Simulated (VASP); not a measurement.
# MnCu7O4 (R-3m) in VASP: single point with PBEsol+U

Aim: the single point of MnCu7O4 with PBEsol+U.

Program: VASP 6.6.1. These are calculated values, not measurements. Logs are shortened: lines on timing, memory, paths and dates and some standing lists are left out, and cuts for length are marked.

## 1. The cell of the first run

Symmetry: R-3m, No. 166, trigonal system. The conventional cell has a = 6.038 Å, b = 6.038 Å, c = 14.790 Å, α = 90.00°, β = 90.00°, γ = 120.00°. Mn (site symmetry -3m) has 2 O at 1.92 Å within 2.5 Å. Cu (site symmetry -3m) has 2 O at 1.83 Å within 2.4 Å. Cu (site symmetry 2/m) has 2 O at 1.83 Å within 2.4 Å. Within 2.5 Å of Cu (site symmetry 2/m) lie 2 O at 1.85 Å. Within 2.4 Å of O (site symmetry 3m) lie 3 Cu at 1.83 Å and 1 Mn at 1.92 Å. Within 2.4 Å of O (site symmetry 3m) lie 4 Cu at 1.83 to 1.85 Å.

## 2. Single point, PBEsol+U, collinear spin, ferromagnetic start

INCAR

```
SYSTEM = MnCu7O4
ALGO = Normal
EDIFF = 1E-6
ENCUT = 600
GGA = PS
GGA_COMPAT = .FALSE.
ISIF = 2
ISMEAR = 0
ISPIN = 2
LASPH = .TRUE.
LCHARG = .FALSE.
LDAU = .TRUE.
LDAUJ = 0 0 0
LDAUL = 2 -1 -1
LDAUPRINT = 1
LDAUTYPE = 2
LDAUU = 3.5 0 0
LMAXMIX = 4
LORBIT = 11
LREAL = .FALSE.
LWAVE = .FALSE.
MAGMOM = 1 0 0 0 0 0 0 0 0 0 0 0
NBANDS = 73
NELM = 200
NUPDOWN = 1.0
PREC = Accurate
SIGMA = 0.05
```

KPOINTS

```
k-points
0
G
  4 4 4
  0 0 0
```

POSCAR

```
MnCu7O4
1.0
    0.0000000000      4.2696000000      4.2696000000
    4.2696000000      0.0000000000      4.2696000000
    4.2696000000      4.2696000000      0.0000000000
Mn Cu O
1 7 4
Direct
    0.1250000000      0.1250000000      0.1250000000
    0.6250000000      0.6250000000      0.6250000000
    0.1250000000      0.1250000000      0.6250000000
    0.6250000000      0.6250000000      0.1250000000
    0.6250000000      0.1250000000      0.1250000000
    0.1250000000      0.6250000000      0.6250000000
    0.1250000000      0.6250000000      0.1250000000
    0.6250000000      0.1250000000      0.6250000000
    0.9953300670      0.9953300670      0.9953300670
    0.5009371667      0.5009371667      0.5009371667
    0.2546699330      0.2546699330      0.2546699330
    0.7490628333      0.7490628333      0.7490628333
```

Potentials or basis: VASP PAW PBE potentials, release 64 (Mn_pv, Cu, O).

Launch:

```bash
$ cat potpaw_PBE.64/Mn_pv/POTCAR potpaw_PBE.64/Cu/POTCAR potpaw_PBE.64/O/POTCAR > POTCAR
$ mpirun -np 1 vasp_std > vasp.out
```

OUTCAR:

```text
SYSTEM = MnCu7O4
   EDIFF = 1E-6
   ENCUT = 600
   GGA = PS
   ISIF = 2
   ISMEAR = 0
   ISPIN = 2
   LASPH = .TRUE.
   LORBIT = 11
   LREAL = .FALSE.
   NELM = 200
   NUPDOWN = 1.0
   PREC = Accurate

 ion  position               nearest neighbor table
   1  0.125  0.125  0.125-   9 1.92  11 1.92
   2  0.625  0.625  0.625-  10 1.83  12 1.83
   3  0.125  0.125  0.625-   9 1.83  11 1.83
   4  0.625  0.625  0.125-  10 1.85  12 1.85
   5  0.625  0.125  0.125-   9 1.83  11 1.83
   6  0.125  0.625  0.625-  10 1.85  12 1.85
   7  0.125  0.625  0.125-   9 1.83  11 1.83
   8  0.625  0.125  0.625-  10 1.85  12 1.85
   9  0.995  0.995  0.995-   3 1.83   5 1.83   7 1.83   1 1.92
  10  0.501  0.501  0.501-   2 1.83   4 1.85   6 1.85   8 1.85
  11  0.255  0.255  0.255-   3 1.83   5 1.83   7 1.83   1 1.92
  12  0.749  0.749  0.749-   2 1.83   4 1.85   6 1.85   8 1.85

  LATTYP: Found a face centered cubic cell.
 ALAT       =     8.5392000000

  Lattice vectors:

 A1 = (   0.0000000000,   4.2696000000,   4.2696000000)
 A2 = (   4.2696000000,   0.0000000000,   4.2696000000)
 A3 = (   4.2696000000,   4.2696000000,   0.0000000000)

Analysis of symmetry for initial positions (statically):
=====================================================================
 Subroutine PRICEL returns:
 Original cell was already a primitive cell.

 Routine SETGRP: Setting up the symmetry group for a
 face centered cubic supercell.

 Subroutine GETGRP returns: Found 12 space group operations
 (whereof  6 operations were pure point group operations)
 out of a pool of 48 trial point group operations.

The static configuration has the point symmetry C_3v.
 The point group associated with its full space group is D_3d.

Analysis of symmetry for dynamics (positions and initial velocities):
=====================================================================
 Subroutine PRICEL returns:
 Original cell was already a primitive cell.

 Routine SETGRP: Setting up the symmetry group for a
 face centered cubic supercell.

 Subroutine GETGRP returns: Found 12 space group operations
 (whereof  6 operations were pure point group operations)
 out of a pool of 48 trial point group operations.

The dynamic configuration has the point symmetry C_3v.
 The point group associated with its full space group is D_3d.

Analysis of structural, dynamic, and magnetic symmetry:
=====================================================================
 Subroutine PRICEL returns:
 Original cell was already a primitive cell.
[... 212 lines left out ...]
  band No.  band energies     occupation
      1     -44.6131      1.00000
      2     -44.1684      1.00000
      3     -44.1684      1.00000
      4     -15.4430      1.00000
      5     -15.0183      1.00000
      6     -14.7365      1.00000
[... 925 lines left out ...]
     68      11.8100      0.00000
     69      11.8584      0.00000
 Fermi energy:         6.3606789746

 spin component 2

 k-point     1 :       0.0000    0.0000    0.0000
  band No.  band energies     occupation
      1     -41.7779      1.00000
      2     -40.7685      1.00000
      3     -40.7685      1.00000
      4     -15.5178      1.00000
      5     -15.2152      1.00000
      6     -14.8085      1.00000
[... 925 lines left out ...]
     68      11.6368      0.00000
     69      11.8090      0.00000
 [bands above 69 left out]

------------------------ aborting loop because EDIFF is reached ----------------------------------------

  FORCE on cell =-STRESS in cart. coord.  units (eV):
  Direction    XX          YY          ZZ          XY          YZ          ZX
  --------------------------------------------------------------------------------------
  -------------------------------------------------------------------------------------
  Total       -1.1058826     -1.1058826     -1.1058826     -1.1784260     -1.1784260     -1.1784260
  in kB      -11.3822484    -11.3822484    -11.3822484    -12.1288980    -12.1288980    -12.1288980
  external PRESSURE =     -11.3822484 kB  Pullay stress =       0.0000000 kB

 VOLUME and BASIS-vectors are now :
 -----------------------------------------------------------------------------
  energy-cutoff  :      600.00
  volume of cell :      155.67
      direct lattice vectors                 reciprocal lattice vectors
     0.000000000  4.269600000  4.269600000    -0.117106989  0.117106989  0.117106989
     4.269600000  0.000000000  4.269600000     0.117106989 -0.117106989  0.117106989
     4.269600000  4.269600000  0.000000000     0.117106989  0.117106989 -0.117106989

 POSITION                                       TOTAL-FORCE (eV/Angst)
 -----------------------------------------------------------------------------------
      1.06740      1.06740      1.06740        -0.000000     -0.000000     -0.000000
      5.33700      5.33700      5.33700        -0.000000     -0.000000     -0.000000
      3.20220      3.20220      1.06740        -0.000000     -0.000000     -0.000000
      3.20220      3.20220      5.33700        -0.000000     -0.000000     -0.000000
      1.06740      3.20220      3.20220        -0.000000     -0.000000     -0.000000
      5.33700      3.20220      3.20220        -0.000000     -0.000000     -0.000000
      3.20220      1.06740      3.20220        -0.000000     -0.000000     -0.000000
      3.20220      5.33700      3.20220        -0.000000     -0.000000     -0.000000
      8.49932      8.49932      8.49932         0.449720      0.449720      0.449720
      4.27760      4.27760      4.27760         0.018573      0.018573      0.018573
      2.17468      2.17468      2.17468        -0.449720     -0.449720     -0.449720
      6.39640      6.39640      6.39640        -0.018573     -0.018573     -0.018573
 -----------------------------------------------------------------------------------
    total drift:                                0.000000      0.000000      0.000000

  FREE ENERGIE OF THE ION-ELECTRON SYSTEM (eV)
  ---------------------------------------------------
  free  energy   TOTEN  =       -61.0177977237 eV

  energy  without entropy=      -61.0066976279  energy(sigma->0) =      -61.01224768

 total charge

# of ion       s       p       d       tot
------------------------------------------
    1        0.282   6.200   5.029  11.512
    2        0.440   0.339   9.207   9.987
    3        0.427   0.360   9.205   9.992
    4        0.424   0.349   9.177   9.950
    5        0.427   0.360   9.205   9.992
    6        0.424   0.349   9.177   9.950
    7        0.427   0.360   9.205   9.992
    8        0.424   0.349   9.177   9.950
    9        1.544   3.484   0.000   5.028
   10        1.557   3.438   0.000   4.996
   11        1.544   3.484   0.000   5.028
   12        1.557   3.438   0.000   4.996
--------------------------------------------------
tot          9.479  22.511  69.382 101.372

 magnetization (x)

# of ion       s       p       d       tot
------------------------------------------
    1       -0.043   0.005   3.039   3.001
    2       -0.014  -0.005  -0.115  -0.135
    3       -0.005  -0.015  -0.108  -0.128
    4       -0.026  -0.024  -0.194  -0.243
    5       -0.005  -0.015  -0.108  -0.128
    6       -0.026  -0.024  -0.194  -0.243
    7       -0.005  -0.015  -0.108  -0.128
    8       -0.026  -0.024  -0.194  -0.243
    9       -0.010  -0.039   0.000  -0.048
   10       -0.025  -0.086   0.000  -0.112
   11       -0.010  -0.039   0.000  -0.048
   12       -0.025  -0.086   0.000  -0.112
--------------------------------------------------
tot         -0.218  -0.366   2.018   1.434
```

stdout:

```text
POSCAR found type information on POSCAR MnCuO
 POSCAR found :  3 types and      12 ions
 scaLAPACK will be used
 -----------------------------------------------------------------------------
|                                                                             |
|                                                                             |
|     You enforced a specific xc type in the INCAR file but a different       |
|     I HOPE YOU KNOW WHAT YOU ARE DOING!                                     |
|                                                                             |
 -----------------------------------------------------------------------------

 LDA part: xc-table for (Slater+PW92), standard interpolation
 POSCAR, INCAR and KPOINTS ok, starting setup
 FFT: planning ... GRIDC
 FFT: planning ... GRID_SOFT
 FFT: planning ... GRID
 WAVECAR not read
 entering main loop
```

Wall time 20 min (1 thread of Intel Xeon 8259CL, shared host); peak memory 0.57 GiB.

What came out:

```yaml
Free_energy: -61.0178 eV
Pressure: -1.1 GPa
Largest_force: 0.779 eV/Å
Net_moment: 1.00 μB per cell
Site_moments: Mn +3.00; Cu -0.14, -0.13, -0.24 (each value once); O -0.05, -0.11 (each value once) μB
Valence_electrons_inside_the_program's_atomic_spheres: Mn 11.51; Cu 9.99, 9.95 (each value once); O 5.03, 5.00 (each value once)
```

Forces on the atoms (eV/Å):
```
Mn   0.000  0.000  0.000
Cu   0.000  0.000  0.000
Cu   0.000  0.000  0.000
Cu   0.000  0.000  0.000
Cu   0.000  0.000  0.000
Cu   0.000  0.000  0.000
Cu   0.000  0.000  0.000
Cu   0.000  0.000  0.000
O    0.450  0.450  0.450
O    0.019  0.019  0.019
O   -0.450 -0.450 -0.450
O   -0.019 -0.019 -0.019
```

Stress tensor (GPa, compression positive):
```
-1.14 -1.21 -1.21
-1.21 -1.14 -1.21
-1.21 -1.21 -1.14
```

Eigenvalues of the final occupation matrices:
```tsv
site	spin	trace	eigenvalues
site 1 d	1	4.05	0.37 0.90 0.90 0.94 0.94
site 1 d	2	1.00	0.04 0.04 0.24 0.24 0.45
```

Caveat: the PAW data sets were made with another functional, which shifts forces and pressure a little; the total moment is fixed, so each spin has its own Fermi level. The state reached can hang on the start; a lower one may exist.
